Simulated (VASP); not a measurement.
Write the native input for VASP 6.6.1 that does the following.

* Task: single point
* Functional: PBEsol
* Potentials or basis: VASP PAW PBE potentials, release 64 (As, B)
* Cutoff: 520 eV
* k mesh: 10 × 10 × 10
* Occupations: fermi-dirac, width 0.15 eV
* Spin: collinear spin, ferromagnetic start
* Starting moments: [0.5, 0.0] μB
* Dipole correction: no
* Further INCAR settings: ALGO = Normal; EDIFF = 1e-07; NBANDS = 15

The structure of BAs lies in POSCAR:

```
BAs
1.0
    0.0000000000      2.4199312360      2.4199312360
    2.4199312360      0.0000000000      2.4199312360
    2.4199312360      2.4199312360      0.0000000000
As B
1 1
Direct
    0.7500000000      0.7500000000      0.7500000000
    0.0000000000      0.0000000000      0.0000000000
```

This cell differs from its parent crystal: volume scaled by 1.04.

These files were run (other wordings do the same):

INCAR

```
PREC     = Accurate       # precision mode
ENCUT    = 520            # plane-wave cutoff, eV
EDIFF    = 1E-7           # SCF threshold, eV
ISMEAR   = -1             # smearing method
SIGMA    = 0.15           # smearing width, eV
LREAL    = False          # projectors in reciprocal space
LASPH    = True           # aspherical terms in the spheres
NELM     = 150            # most SCF steps
ALGO     = Normal         # electronic algorithm
ISIF     = 2              # what is computed and relaxed
LWAVE    = False          # write WAVECAR
LCHARG   = True           # write CHGCAR
ISPIN    = 2              # spin polarisation
MAGMOM   = 0.5 0          # initial moments
LORBIT   = 11             # projections on sites
GGA      = PS             # functional
LELF     = True           # ELF
LVHAR    = True         
NBANDS   = 15             # bands
```

KPOINTS

```
Automatic mesh
0
Gamma
  10 10 10
```

Potentials or basis: VASP PAW PBE potentials, release 64 (As, B).

Command:

```console
$ cat potpaw_PBE.64/As/POTCAR potpaw_PBE.64/B/POTCAR > POTCAR
$ mpirun -np 1 vasp_std > vasp.out
```

Results of the run:

```json
{
  "Pressure": "-5.0 GPa",
  "Band gap on the k mesh": "1.11 eV, indirect (least direct gap 3.19 eV)",
  "Net moment": "0.00 μB per cell",
  "Valence electrons inside the program's atomic spheres": "As 2.89; B 1.78"
}
```

Caveat: the PAW data sets were made with another functional, which shifts forces and pressure a little.

Run time: 26 s on 1 thread of Intel(R) Xeon(R) Platinum 8488C (Sapphire Rapids), with other jobs on the host, peak memory 0.19 GiB.
